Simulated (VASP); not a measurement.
Input of a VASP 6.6.1 run:

POSCAR

```
WSe
1.0
    3.0994713094      0.0000000000      0.0000000000
    0.0000000000      3.0994713094      0.0000000000
    0.0000000000      0.0000000000      3.0994713094
W Se
1 1
Direct
    0.0000000000      0.0000000000      0.0000000000
    0.5000000000      0.5000000000      0.5000000000
```

The input INCAR.step1:

```
PREC = Accurate ; ENCUT = 600
ISMEAR = 0 ; SIGMA = 0.1
LREAL = F ; LASPH = T
NELM = 150 ; ISPIN = 2
MAGMOM = 1.83 -0.3 ; LMAXMIX = 4
LDAU = T ; LDAUTYPE = 2
LDAUL = 2 -1 ; LDAUU = 6.2 0
LDAUJ = 0 0 ; GGA = PE
ALGO = Normal ; EDIFF = 1E-4
LWAVE = T ; LCHARG = F
```

File INCAR.step2:

```
PREC = Accurate ; ENCUT = 600
EDIFF = 1E-7 ; ISMEAR = 0
SIGMA = 0.1 ; LREAL = F
LASPH = T ; NELM = 150
ALGO = Normal ; ISIF = 3
LWAVE = F ; LCHARG = F
ISPIN = 2 ; MAGMOM = 1.83 -0.3
LORBIT = 11 ; LMAXMIX = 4
LDAU = T ; LDAUTYPE = 2
LDAUL = 2 -1 ; LDAUU = 6.2 0
LDAUJ = 0 0 ; LDAUPRINT = 1
METAGGA = R2SCAN ; LMIXTAU = T
IBRION = 2 ; NSW = 100
EDIFFG = -0.05 ; ISTART = 1
```

Contents of KPOINTS:

```
Automatic mesh
0
Gamma
  6 6 6
```

Potentials or basis: VASP PAW PBE potentials, release 64 (W_sv, Se).

Run with:

```bash
$ cat potpaw_PBE.64/W_sv/POTCAR potpaw_PBE.64/Se/POTCAR > POTCAR
$ cp INCAR.step1 INCAR
$ mpirun -np 1 vasp_std > vasp.out
$ cp INCAR.step2 INCAR
$ mpirun -np 1 vasp_std > vasp.out
```

Problem. Estimate the net moment.

Solution. 2.05 μB per cell.

Problem. Predict the site moments.

Solution. W +1.93; Se -0.23 μB.

Problem. Predict the space group after relaxing (to 0.1 Å).

Solution. Pm-3m (No. 221).

Problem. What does it give for the relaxed cell?

Solution. a = 3.277 Å, b = 3.277 Å, c = 3.277 Å, α = 90.00°, β = 90.00°, γ = 90.00°.

Eigenvalues of the final occupation matrices:
```csv
site,spin,trace,eigenvalues
site 1 d,1,2.57,0.33 0.33 0.64 0.64 0.64
site 1 d,2,0.73,0.07 0.07 0.07 0.27 0.27
```

Caveat: the electronic state changed during the relaxation; spin-orbit coupling is left out, which moves the levels of the heavy elements.
